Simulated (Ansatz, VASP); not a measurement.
# One calculation of HfB, two programs

The input INCAR:

```
SYSTEM = HfB
PREC = Accurate ; ENCUT = 500
EDIFF = 1E-6 ; ISMEAR = -1
SIGMA = 0.05 ; LREAL = .False.
LASPH = .True. ; NELM = 120
ALGO = Normal ; ISIF = 2
LWAVE = .False. ; LCHARG = .False.
GGA = PE ; NBANDS = 14
GGA_COMPAT = .False.
```

File KPOINTS:

```
regular mesh
0
Gamma
  11 11 11
  0 0 0
```

POSCAR

```
HfB
1.0
    0.0000000000      2.3100000000      2.3100000000
    2.3100000000      0.0000000000      2.3100000000
    2.3100000000      2.3100000000      0.0000000000
Hf B
1 1
Direct
    0.4850000000      0.4850000000      0.5150000000
    0.0150000000      0.0150000000     -0.0150000000
```

Input for Ansatz:

```yaml
crystal:
  lattice:
    - [0.0, 2.31, 2.31]
    - [2.31, 0.0, 2.31]
    - [2.31, 2.31, 0.0]
  atoms:
    - { symbol: Hf, position: [0.485, 0.485, 0.515] }
    - { symbol: B, position: [0.015, 0.015, -0.015] }
kpoints:
  mp_grid: { grid: [11, 11, 11] }
scf:
  occupations: { method: fermi_dirac, width: 0.05 }
hamiltonian:
  xc: pbe
  pseudopotentials: { kind: all_electron, lapw: { basis_error: 0.001 } }
output:
  forces: true
  stress: true
  eigenvalues: true
  populations: true
```

Change from the starting cell: shortest bond scaled by 0.94, LAPW.

Alike in both runs: task single point; functional PBE; k mesh 11 × 11 × 11; occupations fermi-dirac, width 0.05 eV; no spin polarisation.

|  | VASP | Ansatz |
| --- | --- | --- |
| version | VASP 6.6.1 | Ansatz 0.2.0 |
| potentials or method | VASP PAW PBE potentials, release 64 (Hf_pv, B), cutoff 500 eV | all-electron LAPW, scalar-relativistic |

```csv
,VASP,Ansatz,Ansatz less VASP
pressure (GPa),32.0,31.2,-0.87
"traceless stress, the component that is largest in VASP (GPa)",4.48,4.36,-0.114
rms of the force components (eV/Å),0.967,0.966,-0.0013
```

Atom by atom the forces differ by 0.001 eV/Å (rms over components). Both programs put the cell under a high pressure, so it lies far from rest at this level. Ansatz ran all-electron here, and VASP with PAW potentials.

Spin-orbit coupling is off throughout.
